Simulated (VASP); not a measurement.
# Pb (C2/m) in VASP: a series of runs

Aim: see how the results for Pb move with the level of theory and the settings. Levels: PBE+D3(BJ), PBE+D4, PBE, PBEsol. Tasks: single point.

All numbers are computed with VASP 6.6.1; they aren't measurements. Logs are shortened: lines on timing, memory, paths and dates and some standing lists are left out, and cuts for length are marked.

**1. The cell of the first run**

The structure is monoclinic, space group C2/m (No. 12). The conventional cell has a = 5.971 Å, b = 3.510 Å, c = 3.520 Å, α = 90.00°, β = 124.21°, γ = 90.00°. Pb (site symmetry 2/m) has 12 Pb at 3.46 to 3.54 Å within 4.6 Å.

**2. Single point, PBE+D3(BJ)**

File INCAR:

```
SYSTEM = Pb
ALGO = Normal ; EDIFF = 1E-6
ENCUT = 520 ; GGA = PE
ISIF = 2 ; ISMEAR = -1
IVDW = 12 ; LASPH = .True.
LCHARG = .True. ; LELF = .True.
LREAL = .False. ; LVHAR = .True.
LWAVE = .False. ; NBANDS = 21
NELM = 100 ; PREC = Accurate
SIGMA = 0.05
```

File KPOINTS:

```
k-points
0
Gamma
  9 9 5
  0 0 0
```

File POSCAR:

```
Pb
1.0
    3.0340989061     -1.7549791854     -0.5301131690
    3.0340989061      1.7549791854     -0.5301131690
   -3.1756928214      0.0000000000      6.2839231999
Pb
2
Direct
    0.9999929136      0.9999929136      0.7499768488
    0.0000070864      0.0000070864      0.2500231512
```

Potentials or basis: VASP PAW PBE potentials, release 64 (Pb_d).

The run is started by

```console
cat potpaw_PBE.64/Pb_d/POTCAR > POTCAR
mpirun -np 1 vasp_std > vasp.out
```

OUTCAR:

```text
SYSTEM = Pb
   EDIFF = 1E-6
   ENCUT = 520
   GGA = PE
   ISIF = 2
   ISMEAR = -1
   IVDW = 12
   LASPH = .True.
   LREAL = .False.
   NELM = 100
   PREC = Accurate
 IVDW          = 12

 ion  position               nearest neighbor table
   1  1.000  1.000  0.750-   2 3.46   2 3.46   2 3.46   2 3.46   2 3.52   2 3.52
   2  0.000  0.000  0.250-   1 3.46   1 3.46   1 3.46   1 3.46   1 3.52   1 3.52

  Warning from LATTYP: Got some problem with cell dimensions!
  Tried to take original basis but could not verify dimensions!
  LATTYP: Found a base centered monoclinic cell.
 ALAT       =     6.1601221234
 B/A-ratio  =     0.5697871407
 C/A-ratio  =     0.9693092015
 COS(beta)  =    -0.3266226811

  Lattice vectors:

 A1 = (  -3.0340989061,   1.7549791854,   0.5301131690)
 A2 = (  -3.0340989061,  -1.7549791854,   0.5301131690)
 A3 = (   2.8925049908,  -0.0000000000,   5.2236968619)

Analysis of symmetry for initial positions (statically):
=====================================================================
 Subroutine PRICEL returns:
 Original cell was already a primitive cell.

 Routine SETGRP: Setting up the symmetry group for a
 base centered monoclinic supercell.

 Subroutine GETGRP returns: Found  4 space group operations
 (whereof  4 operations were pure point group operations)
 out of a pool of  4 trial point group operations.

The static configuration has the point symmetry C_2h.

Analysis of symmetry for dynamics (positions and initial velocities):
=====================================================================
 Subroutine PRICEL returns:
 Original cell was already a primitive cell.

 Routine SETGRP: Setting up the symmetry group for a
 base centered monoclinic supercell.

 Subroutine GETGRP returns: Found  4 space group operations
 (whereof  4 operations were pure point group operations)
 out of a pool of  4 trial point group operations.

The dynamic configuration has the point symmetry C_2h.

 Subroutine INISYM returns: Found  4 space group operations
 (whereof  4 operations are pure point group operations),
 and found     1 'primitive' translations

----------------------------------------------------------------------------------------

                                     Primitive cell

  volume of cell :      61.0121

  direct lattice vectors                    reciprocal lattice vectors
     3.034098906 -1.754979185 -0.530113169     0.180753593 -0.284903664  0.091347056
     3.034098906  1.754979185 -0.530113169     0.180753593  0.284903664  0.091347056
    -3.175692821  0.000000000  6.283923200     0.030496827  0.000000000  0.174548371

  length of vectors
     3.544958122  3.544958122  7.040789422     0.349551489  0.349551489  0.177192523

  position of ions in fractional coordinates (direct lattice)
     0.999992914  0.999992914  0.749976849
     0.000007086  0.000007086  0.250023151

  ion indices of the primitive-cell ions
   primitive index   ion index
                 1           1
                 2           2

----------------------------------------------------------------------------------------

 KPOINTS: k-points

Automatic generation of k-mesh.
 Grid dimensions read from file:
 generate k-points for:    9    9    5

 Generating k-lattice:

  Cartesian coordinates                     Fractional coordinates (reciprocal lattice)
     0.020083733 -0.031655963  0.010149673     0.111111111  0.000000000 -0.000000000
     0.020083733  0.031655963  0.010149673     0.000000000  0.111111111 -0.000000000
     0.006099365  0.000000000  0.034909674     0.000000000  0.000000000  0.200000000

  Length of vectors
     0.038839054  0.038839054  0.035438505

  Shift w.r.t. Gamma in fractional coordinates (k-lattice)
     0.000000000  0.000000000  0.000000000

 Subroutine IBZKPT returns following result:
 ===========================================

 Found    115 irreducible k-points:

 Following reciprocal coordinates:
            Coordinates               Weight
  0.000000  0.000000  0.000000      1.000000
  0.111111 -0.000000  0.000000      4.000000
  0.222222 -0.000000  0.000000      4.000000
  0.333333 -0.000000  0.000000      4.000000
  0.444444 -0.000000  0.000000      4.000000
  0.111111  0.111111  0.000000      2.000000
[... 16 lines left out ...]
 -0.333333  0.333333  0.000000      2.000000
  0.444444  0.444444  0.000000      2.000000
 [... further k-points ...]
   k-points           NKPTS =    115   k-points in BZ     NKDIM =    115   number of bands    NBANDS=     21
   number of dos      NEDOS =    301   number of ions     NIONS =      2
   total plane-waves  NPLWV =  42336
   dimension x,y,z NGX =    28 NGY =   28 NGZ =   54
   dimension x,y,z NGXF=    56 NGYF=   56 NGZF=  108
   ions per type =               2
   NGX,Y,Z   is equivalent  to a cutoff of  13.13, 13.13, 12.75 a.u.
   NGXF,Y,Z  is equivalent  to a cutoff of  26.26, 26.26, 25.50 a.u.
 SYSTEM =  Pb
[... 40 lines left out ...]
 non-spin polarized calculation
  energy-cutoff  :      520.00
  volume of cell :       61.01
 maximum number of plane-waves:      1666
   NGX = 13   NGY = 13   NGZ = 27

 number of electron      27.9999999 magnetization

 Free energy of the ion-electron system (eV)
  ---------------------------------------------------
  ext. energy  EPLUGINS =         0.00000000
  ---------------------------------------------------
  free energy    TOTEN  =        -7.12518975 eV

  energy without entropy =       -7.11824420  energy(sigma->0) =       -7.12171698

 E-fermi :   7.1846     XC(G=0): -10.1552

 val. band max:        7.1710497621   @ k =   0.3333   0.3333   0.4000
 cond. band min:       7.2240114170   @ k =   0.3333   0.3333   0.0000
 fundamental gap:      0.0529616548
 Fermi energy:         7.1845998484

 k-point     1 :       0.0000    0.0000    0.0000
  band No.  band energies     occupation
      1      -9.8841      2.00000
      2      -9.8675      2.00000
      3      -9.8593      2.00000
      4      -9.8464      2.00000
      5      -9.8393      2.00000
      6      -9.8310      2.00000
[... 13 lines left out ...]
     20      16.3489      0.00000
     21      17.0399      0.00000

 k-point     2 :       0.1111   -0.0000    0.0000
  band No.  band energies     occupation
      1      -9.8664      2.00000
      2      -9.8570      2.00000
      3      -9.8525      2.00000
      4      -9.8404      2.00000
      5      -9.8232      2.00000
      6      -9.8112      2.00000
[... 13 lines left out ...]
     20      16.6357      0.00000
     21      17.9568      0.00000

 k-point     3 :       0.2222   -0.0000    0.0000
  band No.  band energies     occupation
      1      -9.8959      2.00000
      2      -9.8624      2.00000
      3      -9.8347      2.00000
      4      -9.8121      2.00000
      5      -9.7981      2.00000
      6      -9.7386      2.00000
[... 13 lines left out ...]
     20      16.2588      0.00000
     21      19.0295      0.00000

 k-point     4 :       0.3333   -0.0000    0.0000
  band No.  band energies     occupation
      1      -9.9527      2.00000
      2      -9.8760      2.00000
      3      -9.8757      2.00000
      4      -9.8428      2.00000
      5      -9.8060      2.00000
      6      -9.6520      2.00000
[... 13 lines left out ...]
     20      16.1373      0.00000
     21      16.7585      0.00000

 k-point     5 :       0.4444   -0.0000    0.0000
  band No.  band energies     occupation
      1     -10.0081      2.00000
      2      -9.9201      2.00000
      3      -9.8872      2.00000
      4      -9.8554      2.00000
      5      -9.8184      2.00000
      6      -9.6008      2.00000
[... 13 lines left out ...]
     20      14.3025      0.00000
     21      16.3108      0.00000
[... 382 lines left out ...]
     20      15.2018      0.00000
     21      15.5491      0.00000

 k-point    22 :      -0.4444    0.3333   -0.0000
  band No.  band energies     occupation
      1      -9.9397      2.00000
      2      -9.8964      2.00000
      3      -9.8446      2.00000
      4      -9.8171      2.00000
      5      -9.7436      2.00000
      6      -9.6703      2.00000
[... 13 lines left out ...]
     20      15.3777      0.00000
     21      17.7845      0.00000

 k-point    23 :      -0.3333    0.3333    0.0000
  band No.  band energies     occupation
      1      -9.9030      2.00000
      2      -9.8676      2.00000
      3      -9.8182      2.00000
      4      -9.7545      2.00000
      5      -9.7296      2.00000
      6      -9.7054      2.00000
[... 13 lines left out ...]
     20      17.0404      0.00000
     21      19.0359      0.00000

 k-point    24 :       0.4444    0.4444    0.0000
  band No.  band energies     occupation
      1     -10.0082      2.00000
      2      -9.9180      2.00000
      3      -9.8768      2.00000
      4      -9.8534      2.00000
      5      -9.8334      2.00000
      6      -9.6026      2.00000
[... 13 lines left out ...]
     20      13.8486      0.00000
     21      16.2622      0.00000

 [... further k-points ...]

------------------------ aborting loop because EDIFF is reached ----------------------------------------

 Edisp (eV)   -0.81438

 E8    (eV) :    -0.4128

  FORCE on cell =-STRESS in cart. coord.  units (eV):
  Direction    XX          YY          ZZ          XY          YZ          ZX
  --------------------------------------------------------------------------------------
  -------------------------------------------------------------------------------------
  Total      -0.03308    -0.03787    -0.04102     0.00000     0.00000    -0.00264
  in kB      -0.86878    -0.99457    -1.07731     0.00000     0.00000    -0.06939
  external pressure =       -0.98 kB  Pullay stress =        0.00 kB

 VOLUME and BASIS-vectors are now :
 -----------------------------------------------------------------------------
  energy-cutoff  :      520.00
  volume of cell :       61.01
      direct lattice vectors                 reciprocal lattice vectors
     3.034098906 -1.754979185 -0.530113169     0.180753593 -0.284903664  0.091347056
     3.034098906  1.754979185 -0.530113169     0.180753593  0.284903664  0.091347056
    -3.175692821  0.000000000  6.283923200     0.030496827  0.000000000  0.174548371

 POSITION                                       TOTAL-FORCE (eV/Angst)
 -----------------------------------------------------------------------------------
      3.68646      0.00000      3.65258         0.000084      0.000000      0.000619
     -0.79395      0.00000      1.57112        -0.000084      0.000000     -0.000619
 -----------------------------------------------------------------------------------
    total drift:                               -0.000000     -0.000000      0.000000

  FREE ENERGIE OF THE ION-ELECTRON SYSTEM (eV)
  ---------------------------------------------------
  free  energy   TOTEN  =        -7.9395665168 eV

  energy  without entropy=       -7.9326209682  energy(sigma->0) =       -7.93609374
```

Wall time 2.3 min (1 thread of Intel Xeon Platinum 8375C at 2.90GHz (Ice Lake), shared host); peak memory 0.28 GiB.

What came out:

| Property | Result |
| --- | --- |
| Free energy | -7.9396 eV |
| Pressure | -0.1 GPa |
| Band gap on the k mesh | zero (bands 14 and 15 overlap by 6.93 eV) |
| Dispersion energy per atom | -0.407 eV |

Caveat: spin-orbit coupling is left out, which moves the levels of the heavy elements.

**3. Single point, PBE+D4**

File INCAR:

```
SYSTEM = Pb
PREC = Accurate ; ENCUT = 520
EDIFF = 1E-6 ; ISMEAR = -1
SIGMA = 0.05 ; LREAL = .FALSE.
LASPH = .TRUE. ; NELM = 60
ALGO = Normal ; ISIF = 2
LWAVE = .FALSE. ; LCHARG = .TRUE.
GGA = PE ; IVDW = 13
LELF = .TRUE. ; LVHAR = .TRUE.
NBANDS = 21
```

File KPOINTS:

```
regular mesh
0
G
  9 9 5
  0 0 0
```

File POSCAR:

```
Pb
1.0
    3.0354671810     -1.7552855704     -0.5298801552
    3.0354671810      1.7552855704     -0.5298801552
   -3.1761779985      0.0000000000      6.2834746727
Pb
2
Direct
    1.0000252037      1.0000252037      0.7500424350
   -0.0000252037     -0.0000252037      0.2499575650
```

Potentials or basis: VASP PAW PBE potentials, release 64 (Pb_d).

The run is started by

```console
cat potpaw_PBE.64/Pb_d/POTCAR > POTCAR
mpirun -np 1 vasp_std > vasp.out
```

It took 2 min on 1 thread of Intel Xeon Platinum 8375C at 2.90GHz (Ice Lake), shared host; peak memory 0.27 GiB.

Results (log left out):

```
Free energy                : -7.9819 eV
Pressure                   : -0.1 GPa
Band gap on the k mesh     : zero (bands 14 and 15 overlap by 6.92 eV)
Dispersion energy per atom : -0.428 eV
```

Levels at points of the mesh, in eV from the Fermi level:
```
           k point  band 10  band 11  band 12  band 13  band 14  band 15  band 16  band 17  band 18  band 19
(0.00, 0.00, 0.00)   -16.76   -11.68    -7.90    -4.09     5.32     5.34     6.98     7.43     7.73     9.14
```

Caveat: spin-orbit coupling is left out, which moves the levels of the heavy elements.

**4. Single point, PBE**

This run uses another cell than the first one, of 32.02 Å³/atom.

File INCAR:

```
PREC     = Accurate       # precision mode
ENCUT    = 520            # plane-wave cutoff, eV
EDIFF    = 1E-6           # SCF threshold, eV
ISMEAR   = -1             # smearing method
SIGMA    = 0.05           # smearing width, eV
LREAL    = False          # projectors in reciprocal space
LASPH    = True           # aspherical terms in the spheres
NELM     = 60             # most SCF steps
ALGO     = Normal         # electronic algorithm
ISIF     = 2              # what is computed and relaxed
LWAVE    = False          # write WAVECAR
LCHARG   = False          # write CHGCAR
GGA      = PE             # functional
NBANDS   = 21             # bands
```

File KPOINTS:

```
regular mesh
0
Gamma
  9 9 5
```

File POSCAR:

```
Pb
1.0
    3.0967313854     -1.7777157592     -0.5189233719
    3.0967313854      1.7777157592     -0.5189233719
   -3.1968513142      0.0000000000      6.3529888620
Pb
2
Direct
    1.0000344102      1.0000344102      0.7500117706
   -0.0000344102     -0.0000344102      0.2499882294
```

The run is started by

```console
cat potpaw_PBE.64/Pb_d/POTCAR > POTCAR
mpirun -np 1 vasp_std > vasp.out
```

Run time: 2 min. Hardware: 1 thread of Intel Xeon Platinum 8375C at 2.90GHz (Ice Lake), shared host; peak memory 0.27 GiB.

It converged, with:

```yaml
Free_energy: -7.1450 eV
Pressure: -0.1 GPa
Band_gap_on_the_k_mesh: zero (bands 14 and 15 overlap by 6.54 eV)
```

Levels at points of the mesh, in eV from the Fermi level:
| k point | band 11 | band 12 | band 13 | band 14 | band 15 | band 16 | band 17 | band 18 |
| --- | --- | --- | --- | --- | --- | --- | --- | --- |
| (0.00, 0.00, 0.00) | -11.38 | -7.89 | -3.88 | 4.96 | 5.18 | 6.68 | 7.01 | 7.31 |

Caveat: spin-orbit coupling is left out, which moves the levels of the heavy elements.

**5. Single point, PBEsol**

This run uses another cell than the first one, of 22.21 Å³/atom.

File INCAR:

```
  ALGO = Normal
  EDIFF = 1E-6
  ENCUT = 520
  GGA = PS
  ISIF = 2
  ISMEAR = -1
  LASPH = True
  LCHARG = False
  LREAL = False
  LWAVE = False
  NBANDS = 21
  NELM = 100
  PREC = Accurate
  SIGMA = 0.05
```

File KPOINTS:

```
k-points
0
Gamma
  9 9 5
```

File POSCAR:

```
Pb
1.0
    2.6920554702     -1.5789731277     -0.4722285666
    2.6920554702      1.5789731277     -0.4722285666
   -2.8214516040      0.0000000000      5.7208820274
Pb
2
Direct
    1.0000023917      1.0000023917      0.7500075333
   -0.0000023917     -0.0000023917      0.2499924667
```

The run is started by

```console
cat potpaw_PBE.64/Pb_d/POTCAR > POTCAR
mpirun -np 1 vasp_std > vasp.out
```

It took 80 s on 1 thread of AMD EPYC 7R43 (Zen 3), shared host; peak memory 0.19 GiB.

It converged, with:

| Quantity | Value |
| --- | --- |
| Free energy | -6.9193 eV |
| Pressure | 29.9 GPa |
| Band gap on the k mesh | zero (bands 14 and 15 overlap by 9.46 eV) |

Levels at points of the mesh, in eV from the Fermi level:
```
           k point  band 10  band 11  band 12  band 13  band 14  band 15  band 16  band 17  band 18  band 19
(0.00, 0.00, 0.00)   -16.86   -14.45    -8.53    -6.12     7.17     7.44     9.10     9.45     9.79     9.95
```

Caveat: the cell stands under pressure; the PAW data sets were made with another functional, which shifts forces and pressure a little; spin-orbit coupling is left out, which moves the levels of the heavy elements.

**6. Single point, PBEsol**

This run uses another cell than the first one, of 23.72 Å³/atom.

File INCAR:

```
SYSTEM = Pb
ALGO = Normal
EDIFF = 1E-6
ENCUT = 520
GGA = PS
ISIF = 2
ISMEAR = -1
LASPH = .TRUE.
LCHARG = .TRUE.
LELF = .TRUE.
LREAL = .FALSE.
LVHAR = .TRUE.
LWAVE = .FALSE.
NBANDS = 21
NELM = 80
PREC = Accurate
SIGMA = 0.05
```

File KPOINTS:

```
k-points
0
G
  9 9 5
  0 0 0
```

File POSCAR:

```
Pb
1.0
    2.7655455322     -1.6104577083     -0.4750753066
    2.7655455322      1.6104577083     -0.4750753066
   -2.8783253659      0.0000000000      5.8205572865
Pb
2
Direct
    1.0000228755      1.0000228755      0.7499857742
   -0.0000228755     -0.0000228755      0.2500142258
```

Potentials or basis: VASP PAW PBE potentials, release 64 (Pb_d).

The run is started by

```console
cat potpaw_PBE.64/Pb_d/POTCAR > POTCAR
mpirun -np 1 vasp_std > vasp.out
```

It took 87 s on 1 thread of AMD EPYC 7R43 (Zen 3), shared host; peak memory 0.19 GiB.

Results (log left out):

- Free energy: -7.3849 eV
- Pressure: 19.9 GPa
- Band gap on the k mesh: zero (bands 14 and 15 overlap by 9.05 eV)

Levels at points of the mesh, in eV from the Fermi level:
```tsv
k point	band 12	band 13	band 14	band 15	band 16	band 17
(0.00, 0.00, 0.00)	-8.38	-5.64	6.86	6.93	9.06	9.17
```

Caveat: the cell stands under pressure; the PAW data sets were made with another functional, which shifts forces and pressure a little; spin-orbit coupling is left out, which moves the levels of the heavy elements.

**7. The runs side by side**

```tsv
level	cell	gap on the mesh (eV)	pressure (GPa)
PBE+D3(BJ)	a = 3.545, b = 3.545, c = 7.041 Å, angles 121.3, 121.3, 59.3°, 2 atoms	none	-0.1
PBE+D4	a = 3.546, b = 3.546, c = 7.041 Å, angles 121.3, 121.3, 59.3°, 2 atoms	none	-0.1
PBE	a = 3.608, b = 3.608, c = 7.112 Å, angles 120.9, 120.9, 59.0°, 2 atoms	none	-0.1
PBEsol	a = 3.156, b = 3.156, c = 6.379 Å, angles 120.8, 120.8, 60.0°, 2 atoms	none	29.9
PBEsol	a = 3.235, b = 3.235, c = 6.493 Å, angles 120.7, 120.7, 59.7°, 2 atoms	none	19.9
```

Alike in all rows: task single point; potentials or basis VASP PAW PBE potentials, release 64 (Pb_d); no spin polarisation; k mesh 9 × 9 × 5; cutoff (eV) 520; smearing fermi-dirac 0.05 eV.

Caveats: spin-orbit coupling is left out, which moves the levels of the heavy elements; the cell stands under pressure (at least some runs); the PAW data sets were made with another functional, which shifts forces and pressure a little (at least some runs).

Absolute energies hang on the potentials; compare differences alone.
